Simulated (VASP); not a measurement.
# Ag (a cell with a defect) in VASP: notebook

The runs below take Ag (a cell with a defect) through single point, with PBEsol.

Program: VASP 6.6.1. These are calculated values, not measurements. Logs are shortened: lines on timing, memory, paths and dates and some standing lists are left out, and cuts for length are marked.

## 1. The cell of the first run

The cell holds a defect, 7 atoms: a = 5.778 Å, b = 5.778 Å, c = 5.778 Å, α = 60.00°, β = 60.00°, γ = 60.00°.

## 2. Single point, PBEsol

Input file INCAR:

```
SYSTEM = Ag
PREC = Accurate
ENCUT = 400
EDIFF = 1E-6
ISMEAR = -1
SIGMA = 0.1
LREAL = .False.
LASPH = .True.
NELM = 120
ALGO = Normal
ISIF = 2
LWAVE = .False.
LCHARG = .True.
GGA = PS
LELF = .True.
LVHAR = .True.
NBANDS = 48
GGA_COMPAT = .False.
```

Input file KPOINTS:

```
regular mesh
0
Gamma
  2 2 2
  0 0 0
```

Input file POSCAR:

```
Ag
1.0
    0.0000000000      4.0855000000      4.0855000000
    4.0855000000      0.0000000000      4.0855000000
    4.0855000000      4.0855000000      0.0000000000
Ag
7
Direct
    0.0274700771     -0.0274970016      0.3961439236
    0.0011730510      0.5074591849     -0.0176701750
   -0.0292026680      0.4319061314      0.5511603231
    0.5680118713      0.0292190674     -0.0460894627
    0.4924535553     -0.0009585118      0.4910165218
    0.4434269979      0.5565098519      0.0142670420
    0.4966671154      0.5033612777      0.4861719496
```

Potentials or basis: VASP PAW PBE potentials, release 64 (Ag).

Launch:

```console
cat potpaw_PBE.64/Ag/POTCAR > POTCAR
mpirun -np 1 vasp_std > vasp.out
```

OUTCAR:

```text
SYSTEM = Ag
   PREC = Accurate
   ENCUT = 400
   EDIFF = 1E-6
   ISMEAR = -1
   LREAL = .False.
   LASPH = .True.
   NELM = 120
   ISIF = 2
   GGA = PS

 ion  position               nearest neighbor table
   1  0.027  0.973  0.396-   7 2.76   5 2.79   2 2.79   4 2.93   3 2.93   3 3.03   4 3.03   2 3.08
                             5 3.08   7 3.11   6 3.26
   2  0.001  0.507  0.982-   4 2.78   1 2.79   6 2.81   3 2.83   7 2.86   7 2.91   6 3.01   3 3.01
                             4 3.04   1 3.08
   3  0.971  0.432  0.551-   7 2.75   5 2.78   2 2.83   6 2.92   1 2.93   6 2.98   2 3.01   1 3.03
                             5 3.04   7 3.08   4 3.29
   4  0.568  0.029  0.954-   7 2.75   2 2.78   5 2.83   6 2.92   1 2.93   6 2.98   5 3.01   1 3.03
                             2 3.04   7 3.08   3 3.29
   5  0.492  0.999  0.491-   3 2.78   1 2.79   6 2.81   4 2.83   7 2.87   7 2.91   6 3.01   4 3.01
                             3 3.04   1 3.08
   6  0.443  0.557  0.014-   7 2.74   2 2.81   5 2.81   4 2.92   3 2.92   3 2.98   4 2.98   5 3.01
                             2 3.01   7 3.07   1 3.26
   7  0.497  0.503  0.486-   6 2.74   3 2.75   4 2.75   1 2.76   2 2.86   5 2.87   5 2.91   2 2.91
                             6 3.07   4 3.08   3 3.08   1 3.11

  LATTYP: Found a face centered cubic cell.
 ALAT       =     8.1710000000

  Lattice vectors:

 A1 = (   0.0000000000,   4.0855000000,   4.0855000000)
 A2 = (   4.0855000000,   0.0000000000,   4.0855000000)
 A3 = (   4.0855000000,   4.0855000000,   0.0000000000)

Analysis of symmetry for initial positions (statically):
=====================================================================
 Subroutine PRICEL returns:
 Original cell was already a primitive cell.

 Routine SETGRP: Setting up the symmetry group for a
 face centered cubic supercell.

 Subroutine GETGRP returns: Found  1 space group operations
 (whereof  1 operations were pure point group operations)
 out of a pool of 48 trial point group operations.

The static configuration has the point symmetry C_1 .

Analysis of symmetry for dynamics (positions and initial velocities):
=====================================================================
 Subroutine PRICEL returns:
 Original cell was already a primitive cell.

 Routine SETGRP: Setting up the symmetry group for a
 face centered cubic supercell.

 Subroutine GETGRP returns: Found  1 space group operations
 (whereof  1 operations were pure point group operations)
 out of a pool of 48 trial point group operations.

The dynamic configuration has the point symmetry C_1 .

 Subroutine INISYM returns: Found  1 space group operations
 (whereof  1 operations are pure point group operations),
 and found     1 'primitive' translations

----------------------------------------------------------------------------------------

                                     Primitive cell

  volume of cell :     136.3847

  direct lattice vectors                    reciprocal lattice vectors
     0.000000000  4.085500000  4.085500000    -0.122384041  0.122384041  0.122384041
     4.085500000  0.000000000  4.085500000     0.122384041 -0.122384041  0.122384041
     4.085500000  4.085500000  0.000000000     0.122384041  0.122384041 -0.122384041

  length of vectors
     5.777769509  5.777769509  5.777769509     0.211975377  0.211975377  0.211975377

  position of ions in fractional coordinates (direct lattice)
     0.027470077  0.972502998  0.396143924
     0.001173051  0.507459185  0.982329825
     0.970797332  0.431906131  0.551160323
     0.568011871  0.029219067  0.953910537
     0.492453555  0.999041488  0.491016522
     0.443426998  0.556509852  0.014267042
     0.496667115  0.503361278  0.486171950

  ion indices of the primitive-cell ions
   primitive index   ion index
                 1           1
                 2           2
                 3           3
                 4           4
                 5           5
                 6           6
                 7           7

----------------------------------------------------------------------------------------

 KPOINTS: regular mesh

Automatic generation of k-mesh.
 Grid dimensions read from file:
 generate k-points for:    2    2    2

 Generating k-lattice:

  Cartesian coordinates                     Fractional coordinates (reciprocal lattice)
    -0.061192021  0.061192021  0.061192021     0.500000000  0.000000000  0.000000000
     0.061192021 -0.061192021  0.061192021     0.000000000  0.500000000  0.000000000
     0.061192021  0.061192021 -0.061192021     0.000000000  0.000000000  0.500000000

  Length of vectors
     0.105987689  0.105987689  0.105987689

  Shift w.r.t. Gamma in fractional coordinates (k-lattice)
     0.000000000  0.000000000  0.000000000

 Subroutine IBZKPT returns following result:
 ===========================================

 Found      8 irreducible k-points:

 Following reciprocal coordinates:
            Coordinates               Weight
  0.000000  0.000000  0.000000      1.000000
  0.500000  0.000000  0.000000      1.000000
  0.000000  0.500000  0.000000      1.000000
  0.000000  0.000000  0.500000      1.000000
  0.500000  0.500000  0.500000      1.000000
  0.500000  0.500000  0.000000      1.000000
  0.000000  0.500000  0.500000      1.000000
  0.500000  0.000000  0.500000      1.000000
   k-points           NKPTS =      8   k-points in BZ     NKDIM =      8   number of bands    NBANDS=     48
   number of dos      NEDOS =    301   number of ions     NIONS =      7
   total plane-waves  NPLWV =  64000
   dimension x,y,z NGX =    40 NGY =   40 NGZ =   40
   dimension x,y,z NGXF=    80 NGYF=   80 NGZF=   80
   ions per type =               7
   NGX,Y,Z   is equivalent  to a cutoff of  11.51, 11.51, 11.51 a.u.
   NGXF,Y,Z  is equivalent  to a cutoff of  23.02, 23.02, 23.02 a.u.
 SYSTEM =  Ag
   PREC   = accura    normal or accurate (medium, high low for compatibility)
   ISTART =      0    job   : 0-new  1-cont  2-samecut
   ICHARG =      2    charge: 1-file 2-atom 10-const
   ISPIN  =      1    spin polarized calculation?
   LNONCOLLINEAR =      F non collinear calculations
   LSORBIT =      F    spin-orbit coupling
   LASPH  =      T    aspherical Exc in radial PAW
   ENCUT  =  400.0 eV  29.40 Ry    5.42 a.u.   9.42  9.42  9.42*2*pi/ulx,y,z
   NELM   =    120;   NELMIN=  2; NELMDL= -5     # of ELM steps
   EDIFF  = 0.1E-05   stopping-criterion for ELM
   LREAL  =      F    real-space projection
   EDIFFG = 0.1E-04   stopping-criterion for IOM
   NSW    =      0    number of steps for IOM
   IBRION =     -1    ionic relax: 0-MD 1-quasi-New 2-CG
   NFREE  =      0    steps in history (QN), initial steepest desc. (CG)
   ISIF   =      2    stress and relaxation
   ISYM   =      2    0-nonsym 1-usesym 2-fastsym
   POTIM  = 0.5000    time-step for ionic-motion
   TEBEG  =    0.0;   TEEND  =   0.0 temperature during run
   PSTRESS=    0.0 pullay stress
   NELECT =      77.0000    total number of electrons
   NUPDOWN=      -1.0000    fix difference up-down
   EMIN   =  10.00;   EMAX   =-10.00  energy-range for DOS
   EFERMI =   0.00;   METHOD = LEGACY
   ISMEAR =    -1;   SIGMA  =   0.10  broadening in eV -4-tet -1-fermi 0-gaus
   EFERMI_NEDOS =   21; number of points for ismear=-14 and -15
   IALGO  =     38    algorithm
   IMIX   =      4    mixing-type and parameters
     AMIX     =   0.40;   BMIX     =  1.00
     AMIX_MAG =   1.60;   BMIX_MAG =  1.00
  volume/ion in A,a.u.               =      19.48       131.48
  Fermi-wavevector in a.u.,A,eV,Ry     =   1.353058  2.556910 24.909096  1.830767
  Thomas-Fermi vector in A             =   2.480345
   LORBIT       =      0    0 simple, 1 ext, 2 COOP (PROOUT), +10 PAW based schemes
   GGA     = PS    functional components
   LHFCALC =     F    Hartree Fock is set to
   AEXX    =    0.0000 exact exchange contribution
   IVDW    =     0    specifies the selected vdW correction
   LEPSILON=     F    determine dielectric tensor
   LRPA    =     F    only Hartree local field effects (RPA)
 non-spin polarized calculation
  energy-cutoff  :      400.00
  volume of cell :      136.38
 maximum number of plane-waves:      2488
 NGX is ok and might be reduce to    40
   NGX = 19   NGY = 19   NGZ = 19

 number of electron      76.9999998 magnetization

 Free energy of the ion-electron system (eV)
  ---------------------------------------------------
  ext. energy  EPLUGINS =         0.00000000
  ---------------------------------------------------
  free energy    TOTEN  =       -20.74561106 eV

  energy without entropy =      -20.64183063  energy(sigma->0) =      -20.69372085

 E-fermi :   6.8953     XC(G=0): -11.5489

 val. band max:        6.8300890838   @ k =   0.0000   0.0000   0.0000
 cond. band min:       6.9090454262   @ k =   0.0000   0.0000   0.0000
 fundamental gap:      0.0789563424
 Fermi energy:         6.8953452187

 k-point     1 :       0.0000    0.0000    0.0000
  band No.  band energies     occupation
      1      -0.6289      2.00000
      2       0.4625      2.00000
      3       0.4864      2.00000
      4       0.5209      2.00000
      5       0.5918      2.00000
      6       0.7588      2.00000
[... 40 lines left out ...]
     47      10.8302      0.00000
     48      12.8126      0.00000

 k-point     2 :       0.5000    0.0000    0.0000
  band No.  band energies     occupation
      1       0.4013      2.00000
      2       0.7346      2.00000
      3       0.7698      2.00000
      4       0.9052      2.00000
      5       1.0327      2.00000
      6       1.2707      2.00000
[... 40 lines left out ...]
     47      13.5310      0.00000
     48      13.7950      0.00000

 k-point     3 :       0.0000    0.5000    0.0000
  band No.  band energies     occupation
      1       0.4013      2.00000
      2       0.7346      2.00000
      3       0.7700      2.00000
      4       0.9054      2.00000
      5       1.0330      2.00000
      6       1.2709      2.00000
[... 244 lines left out ...]
     47      14.0649      0.00000
     48      14.4592      0.00000

 k-point     8 :       0.5000    0.0000    0.5000
  band No.  band energies     occupation
      1       0.9051      2.00000
      2       0.9397      2.00000
      3       1.0775      2.00000
      4       1.2154      2.00000
      5       1.3180      2.00000
      6       1.3185      2.00000
[... 40 lines left out ...]
     47      14.1996      0.00000
     48      14.3919      0.00000

------------------------ aborting loop because EDIFF is reached ----------------------------------------

  FORCE on cell =-STRESS in cart. coord.  units (eV):
  Direction    XX          YY          ZZ          XY          YZ          ZX
  --------------------------------------------------------------------------------------
  -------------------------------------------------------------------------------------
  Total       -5.1826034     -2.8460859     -5.0293643     -0.3899898      0.0033555     -0.0007166
  in kB      -60.8825616    -33.4343548    -59.0823872     -4.5813999      0.0394183     -0.0084184
  external PRESSURE =     -51.1331012 kB  Pullay stress =       0.0000000 kB

 VOLUME and BASIS-vectors are now :
 -----------------------------------------------------------------------------
  energy-cutoff  :      400.00
  volume of cell :      136.38
      direct lattice vectors                 reciprocal lattice vectors
     0.000000000  4.085500000  4.085500000    -0.122384041  0.122384041  0.122384041
     4.085500000  0.000000000  4.085500000     0.122384041 -0.122384041  0.122384041
     4.085500000  4.085500000  0.000000000     0.122384041  0.122384041 -0.122384041

 POSITION                                       TOTAL-FORCE (eV/Angst)
 -----------------------------------------------------------------------------------
      5.59161      1.73067      4.08539         0.105667      0.092384      0.000149
      6.08653      4.01810      2.07802        -0.024966     -0.022699     -0.000543
      4.01632      6.21796      5.73074        -0.003906     -0.014103      0.027591
      4.01658      6.21781      2.43999        -0.005863     -0.011380     -0.028038
      6.08763      4.01797      6.09350        -0.029481     -0.020500     -0.002797
      2.33191      1.86991      4.08524         0.004961     -0.016529      0.001730
      4.04274      4.01539      4.08562        -0.046411     -0.007173      0.001909
 -----------------------------------------------------------------------------------
    total drift:                               -0.000077     -0.000128      0.000005

  FREE ENERGIE OF THE ION-ELECTRON SYSTEM (eV)
  ---------------------------------------------------
  free  energy   TOTEN  =       -20.7456110609 eV

  energy  without entropy=      -20.6418306326  energy(sigma->0) =      -20.69372085
```

Run time: 79 s. Hardware: 1 thread of Intel Xeon 8259CL, shared host; peak memory 0.23 GiB.

What came out:

| Item | Value |
| --- | --- |
| Free energy | -20.7456 eV |
| Pressure | -5.1 GPa |
| Largest force | 0.140 eV/Å |

Forces on the atoms (eV/Å):
```
Ag   0.106  0.092  0.000
Ag  -0.025 -0.023 -0.001
Ag  -0.004 -0.014  0.028
Ag  -0.006 -0.011 -0.028
Ag  -0.029 -0.021 -0.003
Ag   0.005 -0.017  0.002
Ag  -0.046 -0.007  0.002
```

Caveat: the k points lie up to 0.67 Å⁻¹ apart; the PAW data sets were made with another functional, which shifts forces and pressure a little.

(Part 1 of 2 ends here.)
